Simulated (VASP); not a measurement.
Se, 1 atom in the cell. It takes space group P6/mmm (No. 191, hexagonal). The conventional cell has a = 3.132 Å, b = 3.132 Å, c = 2.619 Å, α = 90.00°, β = 90.00°, γ = 120.00°. Se (site symmetry 6/mmm) has 8 Se at 2.62 to 3.13 Å within 3.5 Å. This isn't the form of Se at room conditions, which is trigonal, of chains.

```yaml
Program: VASP 6.6.1
Task: single point
Functional: PBE
Potentials_or_basis: VASP PAW PBE potentials, release 64 (Se)
Cutoff: 400 eV
k_mesh: 16 × 16 × 15
Occupations: fermi-dirac, width 0.1 eV
Spin: no spin polarisation
Dipole_correction: no
k_mesh_for_the_DOS: 24 × 24 × 23
Occupations_for_the_DOS: tetrahedron
Further_INCAR_settings: ALGO = Normal; EDIFF = 1e-06
```

Potentials or basis: VASP PAW PBE potentials, release 64 (Se).

Command:

```bash
$ cat potpaw_PBE.64/Se/POTCAR > POTCAR
$ cp INCAR.step1 INCAR
$ cp KPOINTS.step1 KPOINTS
$ mpirun -np 1 vasp_std > vasp.out
$ cp INCAR.step2 INCAR
$ cp KPOINTS.step2 KPOINTS
$ mpirun -np 1 vasp_std > vasp.out
```

Hardware: 1 thread of Intel(R) Xeon(R) Platinum 8488C (Sapphire Rapids), with other jobs on the host.

Question: How long does it take, and how much memory?

Answer: Run time: 30 s on 1 thread of Intel(R) Xeon(R) Platinum 8488C (Sapphire Rapids) (shared host), peak memory 0.19 GiB. Counts: k points 732.
